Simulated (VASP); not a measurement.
# C in VASP: single point with PBE

Aim: the single point of C with PBE.

All numbers are computed with VASP 6.6.1; they aren't measurements. Logs are shortened: lines on timing, memory, paths and dates and some standing lists are left out, and cuts for length are marked.

**1. The cell of the first run**

The cell holds a wire or tube with vacuum around it, 10 atoms: a = 18.300 Å, b = 9.300 Å, c = 2.467 Å, α = 90.00°, β = 90.00°, γ = 90.00°.

**2. Single point, PBE, collinear spin**

INCAR reads:

```
SYSTEM = C
ALGO = Normal
EDIFF = 1E-6
ENCUT = 520
GGA = PE
ISIF = 2
ISMEAR = 0
ISPIN = 2
LASPH = .True.
LCHARG = .False.
LORBIT = 11
LREAL = .False.
LWAVE = .False.
MAGMOM = 1 0 0 0 1 1 0 0 0 1
NBANDS = 35
NELM = 150
PREC = Accurate
SIGMA = 0.05
```

KPOINTS reads:

```
k-points
0
Gamma
  1 1 22
  0 0 0
```

POSCAR reads:

```
C
1.0
   18.3000000000      0.0000000000      0.0000000000
    0.0000000000      9.3000000000      0.0000000000
    0.0000000000      0.0000000000      2.4665273475
C
10
Direct
    0.2860033810      0.5000000000      0.5000000000
    0.4027288096      0.5000000000      0.0000000000
    0.5194542381      0.5000000000      0.5000000000
    0.6361796666      0.5000000000      0.0000000000
    0.7529050951      0.5000000000      0.5000000000
    0.2470949049      0.5000000000      0.0000000000
    0.3638203334      0.5000000000      0.5000000000
    0.4805457619      0.5000000000      0.0000000000
    0.5972711904      0.5000000000      0.5000000000
    0.7139966190      0.5000000000      0.0000000000
```

Potentials or basis: VASP PAW PBE potentials, release 64 (C).

Started as:

```
cat potpaw_PBE.64/C/POTCAR > POTCAR
mpirun -np 1 vasp_std > vasp.out
```

OUTCAR:

```text
SYSTEM = C
   EDIFF = 1E-6
   ENCUT = 520
   GGA = PE
   ISIF = 2
   ISMEAR = 0
   ISPIN = 2
   LASPH = .True.
   LORBIT = 11
   LREAL = .False.
   NELM = 150
   PREC = Accurate

 ion  position               nearest neighbor table
   1  0.286  0.500  0.500-   6 1.42   6 1.42   7 1.42
   2  0.403  0.500  0.000-   8 1.42   7 1.42   7 1.42
   3  0.519  0.500  0.500-   9 1.42   8 1.42   8 1.42
   4  0.636  0.500  0.000-   9 1.42   9 1.42  10 1.42
   5  0.753  0.500  0.500-  10 1.42  10 1.42
   6  0.247  0.500  0.000-   1 1.42   1 1.42
   7  0.364  0.500  0.500-   2 1.42   2 1.42   1 1.42
   8  0.481  0.500  0.000-   2 1.42   3 1.42   3 1.42
   9  0.597  0.500  0.500-   3 1.42   4 1.42   4 1.42
  10  0.714  0.500  0.000-   5 1.42   5 1.42   4 1.42

  LATTYP: Found a simple orthorhombic cell.
 ALAT       =     2.4665273475
 B/A-ratio  =     3.7704832300
 C/A-ratio  =     7.4193379686

  Lattice vectors:

 A1 = (   0.0000000000,   0.0000000000,  -2.4665273475)
 A2 = (   0.0000000000,   9.3000000000,   0.0000000000)
 A3 = (  18.3000000000,   0.0000000000,   0.0000000000)

Analysis of symmetry for initial positions (statically):
=====================================================================
 Subroutine PRICEL returns:
 Original cell was already a primitive cell.

 Routine SETGRP: Setting up the symmetry group for a
 simple orthorhombic supercell.

 Subroutine GETGRP returns: Found  8 space group operations
 (whereof  4 operations were pure point group operations)
 out of a pool of  8 trial point group operations.

The static configuration has the point symmetry C_2v.
 The point group associated with its full space group is D_2h.

Analysis of symmetry for dynamics (positions and initial velocities):
=====================================================================
 Subroutine PRICEL returns:
 Original cell was already a primitive cell.

 Routine SETGRP: Setting up the symmetry group for a
 simple orthorhombic supercell.

 Subroutine GETGRP returns: Found  8 space group operations
 (whereof  4 operations were pure point group operations)
 out of a pool of  8 trial point group operations.

The dynamic configuration has the point symmetry C_2v.
 The point group associated with its full space group is D_2h.

Analysis of structural, dynamic, and magnetic symmetry:
=====================================================================
 Subroutine PRICEL returns:
 Original cell was already a primitive cell.

 Routine SETGRP: Setting up the symmetry group for a
 simple orthorhombic supercell.

 Subroutine GETGRP returns: Found  8 space group operations
 (whereof  4 operations were pure point group operations)
 out of a pool of  8 trial point group operations.

The overall configuration has the point symmetry C_2v.
 The point group associated with its full space group is D_2h.

 Subroutine INISYM returns: Found  8 space group operations
 (whereof  4 operations are pure point group operations),
 and found     1 'primitive' translations

----------------------------------------------------------------------------------------

                                     Primitive cell

  volume of cell :     419.7783

  direct lattice vectors                    reciprocal lattice vectors
    18.300000000  0.000000000  0.000000000     0.054644809  0.000000000  0.000000000
     0.000000000  9.300000000  0.000000000     0.000000000  0.107526882  0.000000000
     0.000000000  0.000000000  2.466527348     0.000000000  0.000000000  0.405428304

  length of vectors
    18.300000000  9.300000000  2.466527348     0.054644809  0.107526882  0.405428304

  position of ions in fractional coordinates (direct lattice)
     0.286003381  0.500000000  0.500000000
     0.402728810  0.500000000  0.000000000
     0.519454238  0.500000000  0.500000000
     0.636179667  0.500000000  0.000000000
     0.752905095  0.500000000  0.500000000
     0.247094905  0.500000000  0.000000000
[... 63 lines left out ...]
   ions per type =              10
   NGX,Y,Z   is equivalent  to a cutoff of  12.72, 12.51, 12.13 a.u.
   NGXF,Y,Z  is equivalent  to a cutoff of  25.44, 25.03, 24.26 a.u.
 SYSTEM =  C
   PREC   = accura    normal or accurate (medium, high low for compatibility)
   ISTART =      0    job   : 0-new  1-cont  2-samecut
   ICHARG =      2    charge: 1-file 2-atom 10-const
   ISPIN  =      2    spin polarized calculation?
   LNONCOLLINEAR =      F non collinear calculations
   LSORBIT =      F    spin-orbit coupling
   LASPH  =      T    aspherical Exc in radial PAW
   ENCUT  =  520.0 eV  38.22 Ry    6.18 a.u.  34.03 17.29  4.59*2*pi/ulx,y,z
   NELM   =    150;   NELMIN=  2; NELMDL= -5     # of ELM steps
   EDIFF  = 0.1E-05   stopping-criterion for ELM
   LREAL  =      F    real-space projection
   EDIFFG = 0.1E-04   stopping-criterion for IOM
   NSW    =      0    number of steps for IOM
   IBRION =     -1    ionic relax: 0-MD 1-quasi-New 2-CG
   NFREE  =      0    steps in history (QN), initial steepest desc. (CG)
   ISIF   =      2    stress and relaxation
   ISYM   =      2    0-nonsym 1-usesym 2-fastsym
   POTIM  = 0.5000    time-step for ionic-motion
   TEBEG  =    0.0;   TEEND  =   0.0 temperature during run
   PSTRESS=    0.0 pullay stress
   NELECT =      40.0000    total number of electrons
   NUPDOWN=      -1.0000    fix difference up-down
   EMIN   =  10.00;   EMAX   =-10.00  energy-range for DOS
   EFERMI =   0.00;   METHOD = LEGACY
   ISMEAR =     0;   SIGMA  =   0.05  broadening in eV -4-tet -1-fermi 0-gaus
   EFERMI_NEDOS =   21; number of points for ismear=-14 and -15
   IALGO  =     38    algorithm
   IMIX   =      4    mixing-type and parameters
     AMIX     =   0.40;   BMIX     =  1.00
     AMIX_MAG =   1.60;   BMIX_MAG =  1.00
  volume/ion in A,a.u.               =      41.98       283.28
  Fermi-wavevector in a.u.,A,eV,Ry     =   0.747747  1.413037  7.607371  0.559126
  Thomas-Fermi vector in A             =   1.843874
   LORBIT       =     11    0 simple, 1 ext, 2 COOP (PROOUT), +10 PAW based schemes
   GGA     = PE    functional components
   LHFCALC =     F    Hartree Fock is set to
   AEXX    =    0.0000 exact exchange contribution
   IVDW    =     0    specifies the selected vdW correction
   LEPSILON=     F    determine dielectric tensor
   LRPA    =     F    only Hartree local field effects (RPA)
 spin polarized calculation
 Gauss-broadening in eV      SIGMA  =   0.05
  energy-cutoff  :      520.00
  volume of cell :      419.78
 maximum number of plane-waves:     11377
 NGX is ok and might be reduce to   140
   NGX = 69   NGY = 35   NGZ =  9

 number of electron      40.0000006 magnetization       2.4567424

 Free energy of the ion-electron system (eV)
  ---------------------------------------------------
  ext. energy  EPLUGINS =         0.00000000
  ---------------------------------------------------
  free energy    TOTEN  =       -86.15332802 eV

  energy without entropy =      -86.15312705  energy(sigma->0) =      -86.15322753

 E-fermi :  -2.5743     XC(G=0):  -3.0945

 val. band max:       -2.6541016080   @ k =   0.0000   0.0000   0.3636
 cond. band min:      -2.4945290405   @ k =   0.0000   0.0000   0.3636
 fundamental gap:      0.1595725675
 Fermi energy:        -2.5743153249

 spin component 1

 k-point     1 :       0.0000    0.0000    0.0000
  band No.  band energies     occupation
      1     -22.0141      1.00000
      2     -21.4684      1.00000
      3     -20.4577      1.00000
      4     -19.0828      1.00000
      5     -17.5671      1.00000
      6     -14.7992      1.00000
[... 409 lines left out ...]
     31       6.7654      0.00000
     32       6.7654      0.00000
 Fermi energy:        -2.5743153249

 spin component 2

 k-point     1 :       0.0000    0.0000    0.0000
  band No.  band energies     occupation
      1     -21.9391      1.00000
      2     -21.2695      1.00000
      3     -20.1786      1.00000
      4     -18.7340      1.00000
      5     -17.2324      1.00000
      6     -14.4259      1.00000
[... 409 lines left out ...]
     31       7.0593      0.00000
     32       7.0593      0.00000
 [bands above 32 left out]

------------------------ aborting loop because EDIFF is reached ----------------------------------------

  FORCE on cell =-STRESS in cart. coord.  units (eV):
  Direction    XX          YY          ZZ          XY          YZ          ZX
  --------------------------------------------------------------------------------------
  -------------------------------------------------------------------------------------
  Total       -1.2243279     -0.0445509     -1.2967585      0.0000000      0.0000000      0.0000000
  in kB       -4.6729201     -0.1700384     -4.9493676      0.0000000      0.0000000      0.0000000
  external PRESSURE =      -3.2641087 kB  Pullay stress =       0.0000000 kB

 VOLUME and BASIS-vectors are now :
 -----------------------------------------------------------------------------
  energy-cutoff  :      520.00
  volume of cell :      419.78
      direct lattice vectors                 reciprocal lattice vectors
    18.300000000  0.000000000  0.000000000     0.054644809  0.000000000  0.000000000
     0.000000000  9.300000000  0.000000000     0.000000000  0.107526882  0.000000000
     0.000000000  0.000000000  2.466527348     0.000000000  0.000000000  0.405428304

 POSITION                                       TOTAL-FORCE (eV/Angst)
 -----------------------------------------------------------------------------------
      5.23386      4.65000      1.23326        -3.364873      0.000000      0.000000
      7.36994      4.65000      0.00000        -0.513383      0.000000      0.000000
      9.50601      4.65000      1.23326        -0.355580      0.000000      0.000000
     11.64209      4.65000      0.00000        -0.995765      0.000000      0.000000
     13.77816      4.65000      1.23326        -2.605737      0.000000      0.000000
      4.52184      4.65000      0.00000         2.605737      0.000000      0.000000
      6.65791      4.65000      1.23326         0.995765      0.000000      0.000000
      8.79399      4.65000      0.00000         0.355580      0.000000      0.000000
     10.93006      4.65000      1.23326         0.513383      0.000000      0.000000
     13.06614      4.65000      0.00000         3.364873      0.000000      0.000000
 -----------------------------------------------------------------------------------
    total drift:                                0.000000      0.000000      0.000000

  FREE ENERGIE OF THE ION-ELECTRON SYSTEM (eV)
  ---------------------------------------------------
  free  energy   TOTEN  =       -86.1533280208 eV

  energy  without entropy=      -86.1531270464  energy(sigma->0) =      -86.15322753

 total charge

# of ion       s       p       d       tot
------------------------------------------
    1        0.860   1.765   0.000   2.625
    2        0.862   1.785   0.000   2.646
    3        0.862   1.785   0.000   2.647
    4        0.863   1.779   0.000   2.642
    5        0.863   1.573   0.000   2.436
    6        0.863   1.573   0.000   2.436
    7        0.863   1.779   0.000   2.642
    8        0.862   1.785   0.000   2.647
    9        0.862   1.785   0.000   2.646
   10        0.860   1.765   0.000   2.625
--------------------------------------------------
tot          8.621  17.373   0.000  25.994

 magnetization (x)

# of ion       s       p       d       tot
------------------------------------------
    1        0.003  -0.019   0.000  -0.016
    2        0.000  -0.014   0.000  -0.013
    3        0.001   0.003   0.000   0.004
    4        0.011   0.068   0.000   0.080
    5        0.102   0.540   0.000   0.642
    6        0.102   0.540   0.000   0.642
    7        0.011   0.068   0.000   0.080
    8        0.001   0.003   0.000   0.004
    9        0.000  -0.014   0.000  -0.013
   10        0.003  -0.019   0.000  -0.016
--------------------------------------------------
tot          0.236   1.156   0.000   1.392
```

Wall time 4.2 min (1 thread of Intel Xeon 6975P-C (Granite Rapids), shared host); peak memory 0.68 GiB.

What came out:

```yaml
Free_energy: -86.1533 eV
Largest_force: 3.365 eV/Å
Net_moment: 2.46 μB per cell
Site_moments: C -0.02, -0.01, +0.00, +0.08, +0.64 (each value once) μB
Valence_electrons_inside_the_program's_atomic_spheres: C 2.62, 2.65, 2.64, 2.44 (each value once)
```

Forces on the atoms (eV/Å):
```
C   -3.365  0.000  0.000
C   -0.513  0.000  0.000
C   -0.356  0.000  0.000
C   -0.996  0.000  0.000
C   -2.606  0.000  0.000
C    2.606  0.000  0.000
C    0.996  0.000  0.000
C    0.356  0.000  0.000
C    0.513  0.000  0.000
C    3.365  0.000  0.000
```
